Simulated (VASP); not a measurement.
Runs of VASP 6.6.1 on Cs. The structure is that of space group Im-3m (No. 229), or close to it. The cells are those of the table. 

| cell | gap on the mesh (eV) | pressure (GPa) |
| --- | --- | --- |
| a = 5.184 Å, angles 109.5°, 1 atom | none | (b) |
| a = 5.107 Å, angles 109.5°, 1 atom | none | (a) |
| a = 5.400 Å, angles 109.5°, 1 atom | none | -0.1 |
| a = 5.330 Å, angles 109.5°, 1 atom | none | 0.0 |
| a = 5.258 Å, angles 109.5°, 1 atom | none | 0.1 |
| a = 5.468 Å, angles 109.5°, 1 atom | none | -0.1 |
| a = 5.535 Å, angles 109.5°, 1 atom | none | -0.2 |

Alike in all rows: task single point; level PBE; potentials or basis VASP PAW PBE potentials, release 64 (Cs_sv); no spin polarisation; k mesh 12 × 12 × 12; cutoff (eV) 520; smearing fermi-dirac 0.1 eV.

Question: Fill in the values left out.

Answer: (a) 0.3; (b) 0.2.

Caveats: spin-orbit coupling is left out, which moves the levels of the heavy elements.

A k mesh can miss the band edges, and the runs leave out spin-orbit coupling on Cs.

A gap of «none» marks levels without a gap at the run's occupations.
